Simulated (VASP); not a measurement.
**C: single point with r2SCAN**

The system is C.

```xyz
4
Lattice="2.4580 0.0000 0.0000 -1.2290 2.1287 0.0000 0.0000 0.0000 8.1976" Properties=species:S:1:pos:R:3 pbc="T T T"
C     0.0000    0.0000    2.0494
C     0.0000    0.0000    6.1482
C     0.0000    1.4191    2.0494
C     1.2290    0.7096    6.1482
```

```
Program             : VASP 6.6.1
Task                : single point
Functional          : r2SCAN
Potentials or basis : VASP PAW PBE potentials, release 64 (C)
Cutoff              : 520 eV
k mesh              : 10 × 10 × 4
Occupations         : gaussian, width 0.05 eV
Spin                : no spin polarisation
```

* Pressure: -0.3 GPa

Stress tensor (GPa, compression positive):
```
 0.02  0.00  0.00
 0.00  0.02  0.00
 0.00  0.00 -1.00
```

It took 2.3 min on 1 thread of Intel Xeon 8259CL (shared host), peak memory 0.16 GiB.

Caveat: the PAW data sets were made with another functional, which shifts forces and pressure a little.
